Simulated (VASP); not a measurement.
# SrVO3 (Pm-3m) in VASP: notebook

The runs below take SrVO3 through single point, relaxation of cell and atoms, with PBE, r2SCAN.

Everything below comes from runs of VASP 6.6.1. Logs are shortened: lines on timing, memory, paths and dates and some standing lists are left out, and cuts for length are marked.

### 1 The cell of the first run

It takes space group Pm-3m (No. 221, cubic). The conventional cell has a = 3.857 Å, b = 3.857 Å, c = 3.857 Å, α = 90.00°, β = 90.00°, γ = 90.00°. Sr (site symmetry m-3m) has 12 O at 2.73 Å and 8 V at 3.34 Å within 3.6 Å. V (site symmetry m-3m) has 6 O at 1.93 Å within 2.6 Å. O (site symmetry 4/mmm) has 2 V at 1.93 Å within 2.6 Å.

### 2 Single point, PBE, collinear spin, ferromagnetic start

File INCAR:

```
SYSTEM = SrVO3
ALGO = Normal
EDIFF = 1E-6
ENCUT = 520
GGA = PE
ISIF = 2
ISMEAR = -1
ISPIN = 2
LASPH = .True.
LCHARG = .True.
LELF = .True.
LMAXMIX = 4
LORBIT = 11
LREAL = .False.
LVHAR = .True.
LWAVE = .False.
MAGMOM = 0 2 0 0 0
NBANDS = 32
NELM = 150
PREC = Accurate
SIGMA = 0.05
```

File KPOINTS:

```
k-points
0
Gamma
  7 7 7
  0 0 0
```

File POSCAR:

```
SrVO3
1.0
    3.8571664979      0.0000000000      0.0000000000
    0.0000000000      3.8571664979      0.0000000000
    0.0000000000      0.0000000000      3.8571664979
Sr V O
1 1 3
Direct
    0.5000000000      0.5000000000      0.5000000000
    0.0000000000      0.0000000000      0.0000000000
    0.0000000000      0.0000000000      0.5000000000
    0.0000000000      0.5000000000      0.0000000000
    0.5000000000      0.0000000000      0.0000000000
```

Potentials or basis: VASP PAW PBE potentials, release 64 (Sr_sv, V_sv, O).

The run is started by

```sh
$ cat potpaw_PBE.64/Sr_sv/POTCAR potpaw_PBE.64/V_sv/POTCAR potpaw_PBE.64/O/POTCAR > POTCAR
$ mpirun -np 1 vasp_std > vasp.out
```

OUTCAR:

```text
SYSTEM = SrVO3
   EDIFF = 1E-6
   ENCUT = 520
   GGA = PE
   ISIF = 2
   ISMEAR = -1
   ISPIN = 2
   LASPH = .True.
   LORBIT = 11
   LREAL = .False.
   NELM = 150
   PREC = Accurate

 ion  position               nearest neighbor table
   1  0.500  0.500  0.500-   3 2.73   4 2.73   5 2.73   4 2.73   5 2.73   3 2.73   5 2.73   5 2.73
                             3 2.73   4 2.73   4 2.73   3 2.73   2 3.34   2 3.34   2 3.34   2 3.34
   2  0.000  0.000  0.000-   3 1.93   4 1.93   5 1.93   3 1.93   4 1.93   5 1.93   1 3.34   1 3.34
                             1 3.34   1 3.34   1 3.34   1 3.34   1 3.34   1 3.34
   3  0.000  0.000  0.500-   2 1.93   2 1.93   1 2.73   1 2.73   1 2.73   1 2.73
   4  0.000  0.500  0.000-   2 1.93   2 1.93   1 2.73   1 2.73   1 2.73   1 2.73
   5  0.500  0.000  0.000-   2 1.93   2 1.93   1 2.73   1 2.73   1 2.73   1 2.73

  LATTYP: Found a simple cubic cell.
 ALAT       =     3.8571664979

  Lattice vectors:

 A1 = (   3.8571664979,   0.0000000000,   0.0000000000)
 A2 = (   0.0000000000,   3.8571664979,   0.0000000000)
 A3 = (   0.0000000000,   0.0000000000,   3.8571664979)

Analysis of symmetry for initial positions (statically):
=====================================================================
 Subroutine PRICEL returns:
 Original cell was already a primitive cell.

 Routine SETGRP: Setting up the symmetry group for a
 simple cubic supercell.

 Subroutine GETGRP returns: Found 48 space group operations
 (whereof 48 operations were pure point group operations)
 out of a pool of 48 trial point group operations.

The static configuration has the point symmetry O_h .

Analysis of symmetry for dynamics (positions and initial velocities):
=====================================================================
 Subroutine PRICEL returns:
 Original cell was already a primitive cell.

 Routine SETGRP: Setting up the symmetry group for a
 simple cubic supercell.

 Subroutine GETGRP returns: Found 48 space group operations
 (whereof 48 operations were pure point group operations)
 out of a pool of 48 trial point group operations.

The dynamic configuration has the point symmetry O_h .

Analysis of structural, dynamic, and magnetic symmetry:
=====================================================================
 Subroutine PRICEL returns:
 Original cell was already a primitive cell.

 Routine SETGRP: Setting up the symmetry group for a
 simple cubic supercell.

 Subroutine GETGRP returns: Found 48 space group operations
[... 133 lines left out ...]
   LEPSILON=     F    determine dielectric tensor
   LRPA    =     F    only Hartree local field effects (RPA)
 spin polarized calculation
  energy-cutoff  :      520.00
  volume of cell :       57.39
 maximum number of plane-waves:      1562
 NGX is ok and might be reduce to    30
   NGX = 15   NGY = 15   NGZ = 15

 number of electron      41.0000019 magnetization       0.0571091

 number of electron      41.0000018 magnetization      -0.0031366

 Free energy of the ion-electron system (eV)
  ---------------------------------------------------
  ext. energy  EPLUGINS =         0.00000000
  ---------------------------------------------------
  free energy    TOTEN  =       -39.30300735 eV

  energy without entropy =      -39.29115353  energy(sigma->0) =      -39.29708044

 E-fermi :   6.0785     XC(G=0): -11.5062

 val. band max:        6.0493204102   @ k =   0.4286   0.1429   0.1429
 cond. band min:       6.4499509154   @ k =   0.2857   0.2857   0.0000
 fundamental gap:      0.4006305052
 Fermi energy:         6.0784706346

 spin component 1

 k-point     1 :       0.0000    0.0000    0.0000
  band No.  band energies     occupation
      1     -59.6978      1.00000
      2     -33.5264      1.00000
      3     -33.5264      1.00000
      4     -33.5264      1.00000
      5     -28.4052      1.00000
      6     -13.5262      1.00000
[... 689 lines left out ...]
     31      15.0918      0.00000
     32      18.8184      0.00000
 Fermi energy:         6.0784706346

 spin component 2

 k-point     1 :       0.0000    0.0000    0.0000
  band No.  band energies     occupation
      1     -59.7012      1.00000
      2     -33.5298      1.00000
      3     -33.5298      1.00000
      4     -33.5298      1.00000
      5     -28.4051      1.00000
      6     -13.5262      1.00000
[... 689 lines left out ...]
     31      15.0917      0.00000
     32      18.8184      0.00000

------------------------ aborting loop because EDIFF is reached ----------------------------------------

  FORCE on cell =-STRESS in cart. coord.  units (eV):
  Direction    XX          YY          ZZ          XY          YZ          ZX
  --------------------------------------------------------------------------------------
  -------------------------------------------------------------------------------------
  Total        0.2933496      0.2933496      0.2933496      0.0000000     -0.0000000      0.0000000
  in kB        8.1901337      8.1901337      8.1901337      0.0000000     -0.0000000      0.0000000
  external PRESSURE =       8.1901337 kB  Pullay stress =       0.0000000 kB

 VOLUME and BASIS-vectors are now :
 -----------------------------------------------------------------------------
  energy-cutoff  :      520.00
  volume of cell :       57.39
      direct lattice vectors                 reciprocal lattice vectors
     3.857166498  0.000000000  0.000000000     0.259257670  0.000000000  0.000000000
     0.000000000  3.857166498  0.000000000     0.000000000  0.259257670  0.000000000
     0.000000000  0.000000000  3.857166498     0.000000000  0.000000000  0.259257670

 POSITION                                       TOTAL-FORCE (eV/Angst)
 -----------------------------------------------------------------------------------
      1.92858      1.92858      1.92858         0.000000      0.000000      0.000000
      0.00000      0.00000      0.00000         0.000000      0.000000      0.000000
      0.00000      0.00000      1.92858         0.000000      0.000000      0.000000
      0.00000      1.92858      0.00000         0.000000      0.000000      0.000000
      1.92858      0.00000      0.00000         0.000000      0.000000      0.000000
 -----------------------------------------------------------------------------------
    total drift:                                0.000000     -0.000000      0.000000

  FREE ENERGIE OF THE ION-ELECTRON SYSTEM (eV)
  ---------------------------------------------------
  free  energy   TOTEN  =       -39.3030073475 eV

  energy  without entropy=      -39.2911535276  energy(sigma->0) =      -39.29708044

 total charge

# of ion       s       p       d       tot
------------------------------------------
    1        1.999   5.800   0.213   8.012
    2        2.281   6.340   2.939  11.560
    3        1.564   3.476   0.000   5.040
    4        1.564   3.476   0.000   5.040
    5        1.564   3.476   0.000   5.040
--------------------------------------------------
tot          8.972  22.567   3.153  34.691

 magnetization (x)

# of ion       s       p       d       tot
------------------------------------------
    1        0.000   0.000  -0.000   0.000
    2       -0.000  -0.000  -0.002  -0.003
    3        0.000   0.000   0.000   0.000
    4        0.000   0.000   0.000   0.000
    5        0.000   0.000   0.000   0.000
--------------------------------------------------
tot         -0.000   0.000  -0.002  -0.002
```

It took 2.8 min on 1 thread of Intel Xeon 8259CL, shared host; peak memory 0.23 GiB.

Results:

```
Free energy                                           : -39.3030 eV
Pressure                                              : 0.8 GPa
Net moment                                            : 0.00 μB per cell
Valence electrons inside the program's atomic spheres : Sr 8.01; V 11.56; O 5.04
```

Levels at points of the mesh, in eV from the Fermi level:
Spin up:
```
           k point  band 18  band 19  band 20  band 21  band 22  band 23
(0.00, 0.00, 0.00)    -2.31    -2.31    -2.31    -0.85    -0.85    -0.85
```
Spin down:
```csv
k point,band 18,band 19,band 20,band 21,band 22,band 23
"(0.00, 0.00, 0.00)",-2.31,-2.31,-2.31,-0.85,-0.85,-0.85
```

Caveat: the moments typed at the start vanished in this run; semilocal functionals often make such compounds metallic where correlation or magnetic order opens a gap, which also shifts bond lengths. With open d or f shells a metallic result of PBE can be an artefact of self-interaction; +U or a hybrid may open a gap.

(Continued in part 2 of 2.)
